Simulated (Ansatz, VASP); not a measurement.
One calculation of AlN, two programs

The input INCAR:

```
SYSTEM = AlN
ALGO = Normal ; EDIFF = 1E-6
ENCUT = 520 ; GGA = PE
ISIF = 2 ; ISMEAR = 0
LASPH = .TRUE. ; LCHARG = .FALSE.
LREAL = .FALSE. ; LWAVE = .FALSE.
NBANDS = 26 ; NELM = 60
PREC = Accurate ; SIGMA = 0.05
```

KPOINTS

```
k-points
0
G
  8 6 4
  0 0 0
```

Contents of POSCAR:

```
AlN
1.0
   -1.6567491617      2.8695737234      0.0000000000
    0.0000000000      0.0000000000      4.1874629526
    4.9702474850      2.8695737234      0.0000000000
Al N
4 4
Direct
    0.6317268823      0.7500000000      0.2105756275
    0.0000000000      0.7500000000      0.6666666667
    0.0000000000      0.2500000000      0.3333333333
    0.5000000000      0.2500000000      0.8333333333
    0.5000000000      0.2500000000      0.1666666667
    0.0000000000      0.2500000000      0.6666666667
    0.0000000000      0.7500000000      0.3333333333
    0.5000000000      0.7500000000      0.8333333333
```

Input for Ansatz:

```yaml
crystal:
  lattice:
    - [-1.6567491617, 2.8695737234, 0.0]
    - [0.0, 0.0, 4.1874629526]
    - [4.970247485, 2.8695737234, 0.0]
  atoms:
    - { symbol: Al, position: [0.6317268823, 0.75, 0.2105756275] }
    - { symbol: Al, position: [0.0, 0.75, 0.6666666667] }
    - { symbol: Al, position: [0.0, 0.25, 0.3333333333] }
    - { symbol: Al, position: [0.5, 0.25, 0.8333333333] }
    - { symbol: "N", position: [0.5, 0.25, 0.1666666667] }
    - { symbol: "N", position: [0.0, 0.25, 0.6666666667] }
    - { symbol: "N", position: [0.0, 0.75, 0.3333333333] }
    - { symbol: "N", position: [0.5, 0.75, 0.8333333333] }
basis:
  ecutwfc: 420
kpoints:
  mp_grid: { grid: [8, 6, 4] }
hamiltonian:
  xc: pbe
  pseudopotentials: { kind: paw, azcp: { folder: soft_1 } }
scf:
  occupations: { method: gaussian, width: 0.05 }
output:
  forces: true
  stress: true
  eigenvalues: true
  write_density: true
  write_potential: true
  elf: true
  volumetric_format: npy
```

Alike in both runs: task single point; functional PBE; k mesh 8 × 6 × 4; occupations gaussian, width 0.05 eV; no spin polarisation.

```csv
,VASP,Ansatz
version,VASP 6.6.1,Ansatz 0.2.0
potentials or method,"VASP PAW PBE potentials, release 64 (Al, N), cutoff 520 eV","scalar-relativistic, plane waves, PAW"
valence electrons in the cell,32,32
```

Ansatz gave:

| Property | Result |
| --- | --- |
| gap on the k mesh at the Fermi level (eV) | 2.94 |
| least direct gap on the mesh (eV) | 2.94 |
| pressure (GPa) | 18.1 |
| traceless stress, the component that is largest in VASP (GPa) | 39.48 |
| rms of the force components (eV/Å) | 6.913 |

Q: Estimate VASP's values.

A: gap on the k mesh at the Fermi level (eV): 2.95; least direct gap on the mesh (eV): 2.95; pressure (GPa): 17.9; traceless stress, the component that is largest in VASP (GPa): 39.40; rms of the force components (eV/Å): 6.909.

Atom by atom the forces differ by 0.005 eV/Å (rms over components). With one functional, cell and mesh, what is left measures potentials, basis and numerics.
